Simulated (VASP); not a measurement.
A run of VASP 6.6.1:

File POSCAR:

```
NaCl
1.0
    0.0000000000      2.5841993485      2.5841993485
    2.5841993485      0.0000000000      2.5841993485
    2.5841993485      2.5841993485      0.0000000000
Na Cl
1 1
Direct
    0.0000000000      0.0000000000      0.0000000000
    0.5000000000      0.5000000000      0.5000000000
```

File INCAR.step1:

```
SYSTEM = NaCl
PREC = Accurate
ENCUT = 520
ISMEAR = 0
SIGMA = 0.02
LREAL = .False.
LASPH = .True.
NELM = 60
NBANDS = 14
GGA = PE
ALGO = Normal
EDIFF = 1E-4
LWAVE = .True.
LCHARG = .False.
```

INCAR.step2

```
SYSTEM = NaCl
PREC = Accurate
ENCUT = 520
EDIFF = 1E-6
ISMEAR = 0
SIGMA = 0.02
LREAL = .False.
LASPH = .True.
NELM = 60
ALGO = Normal
ISIF = 2
LWAVE = .False.
LCHARG = .False.
METAGGA = R2SCAN
LMIXTAU = .True.
NBANDS = 14
ISTART = 1
```

File KPOINTS:

```
regular mesh
0
Gamma
  8 8 8
  0 0 0
```

Potentials or basis: VASP PAW PBE potentials, release 64 (Na_pv, Cl).

Run with:

```sh
$ cat potpaw_PBE.64/Na_pv/POTCAR potpaw_PBE.64/Cl/POTCAR > POTCAR
$ cp INCAR.step1 INCAR
$ mpirun -np 1 vasp_std > vasp.out
$ cp INCAR.step2 INCAR
$ mpirun -np 1 vasp_std > vasp.out
```

Hardware: 1 thread of AMD EPYC 9R45 (Zen 5), with other jobs on the host.

Task: Estimate the wall time of this run.

Result: Wall time 29 s on 1 thread of AMD EPYC 9R45 (Zen 5), with other jobs on the host, peak memory 0.13 GiB. Counts: k points 29.
